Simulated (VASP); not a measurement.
Input of a VASP 6.6.1 run:

Contents of INCAR:

```
SYSTEM = Si3Sn
ALGO = Normal ; EDIFF = 1E-7
ENCUT = 520 ; GGA = PE
ISIF = 2 ; ISMEAR = 0
LASPH = .True. ; LCHARG = .True.
LELF = .True. ; LREAL = .False.
LVHAR = .True. ; LWAVE = .False.
NBANDS = 21 ; NELM = 100
PREC = Accurate ; SIGMA = 0.1
```

The input KPOINTS:

```
k-points
0
Gamma
  4 4 4
  0 0 0
```

File POSCAR:

```
Si3Sn
1.0
    4.2498566870      0.0000000000      0.0000000000
    0.0000000000      4.2498566870      0.0000000000
    0.0000000000      0.0000000000      4.2498566870
Si Sn
3 1
Direct
    0.5000000000      0.5000000000      0.0000000000
    0.5000000000      0.0000000000      0.5000000000
    0.0000000000      0.5000000000      0.5000000000
    0.0000000000      0.0000000000      0.0000000000
```

Potentials or basis: VASP PAW PBE potentials, release 64 (Si, Sn_d).

The run is started by

```bash
$ cat potpaw_PBE.64/Si/POTCAR potpaw_PBE.64/Sn_d/POTCAR > POTCAR
$ mpirun -np 1 vasp_std > vasp.out
```

**Question.** What does it give for the band gap on the k mesh?

**Answer.** Zero (bands 13 and 14 overlap by 2.73 eV).

**Question.** Predict the pressure.

**Answer.** 0.1 GPa.

Caveat: the k points lie up to 0.37 Å⁻¹ apart, too coarse for converged energies and pressures of a metal; spin-orbit coupling is left out, which moves the levels of the heavy elements.
